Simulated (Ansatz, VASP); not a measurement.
Two plane-wave programs on Li2S

The input INCAR:

```
PREC = Accurate
ENCUT = 750
EDIFF = 1E-6
ISMEAR = 0
SIGMA = 0.01
LREAL = False
LASPH = True
NELM = 120
ALGO = Normal
ISIF = 2
LWAVE = False
LCHARG = True
GGA = PE
LELF = True
LVHAR = True
NBANDS = 13
GGA_COMPAT = False
```

File KPOINTS:

```
Automatic mesh
0
Gamma
  8 8 8
```

Contents of POSCAR:

```
Li2S
1.0
    0.0000000000      2.8452942310      2.8452942310
    2.8452942310      0.0000000000      2.8452942310
    2.8452942310      2.8452942310      0.0000000000
S Li
1 2
Direct
    0.0000000000      0.0000000000      0.0000000000
    0.2500000000      0.2500000000      0.2500000000
    0.7500000000      0.7500000000      0.7500000000
```

Input for Ansatz:

```yaml
crystal:
  lattice:
    - [0.0, 2.845294231, 2.845294231]
    - [2.845294231, 0.0, 2.845294231]
    - [2.845294231, 2.845294231, 0.0]
  atoms:
    - { symbol: S, position: [0.0, 0.0, 0.0] }
    - { symbol: Li, position: [0.25, 0.25, 0.25] }
    - { symbol: Li, position: [0.75, 0.75, 0.75] }
kpoints:
  mp_grid: { grid: [8, 8, 8] }
  band_path:
    path:
      - [0.0, 0.0, 0.0]
      - [0.5, 0.0, 0.5]
      - [0.625, 0.25, 0.625]
      - [0.375, 0.375, 0.75]
      - [0.5, 0.5, 0.5]
      - [0.5, 0.25, 0.75]
      - [0.0, 0.5, 0.5]
    npoints: 1
hamiltonian:
  xc: pbe
scf:
  occupations: { method: fixed }
  n_extra_bands: 4
output:
  forces: true
  stress: true
  eigenvalues: true
```

Alike in both runs: task single point; functional PBE; k mesh 8 × 8 × 8; no spin polarisation.

```csv
,VASP,Ansatz
version,VASP 6.6.1,Ansatz 0.2.0
potentials or method,"VASP PAW PBE potentials, release 64 (S, Li_sv)","plane waves, PAW"
plane-wave cutoff (eV),750,420
occupations,"gaussian, width 0.01 eV",fixed
valence electrons in the cell,12,12
```

|  | VASP | Ansatz | Ansatz less VASP |
| --- | --- | --- | --- |
| gap on the k mesh at the Fermi level (eV) | 3.39 | 3.39 | +0.001 |
| pressure (GPa) | 0.2 | 0.3 | +0.13 |
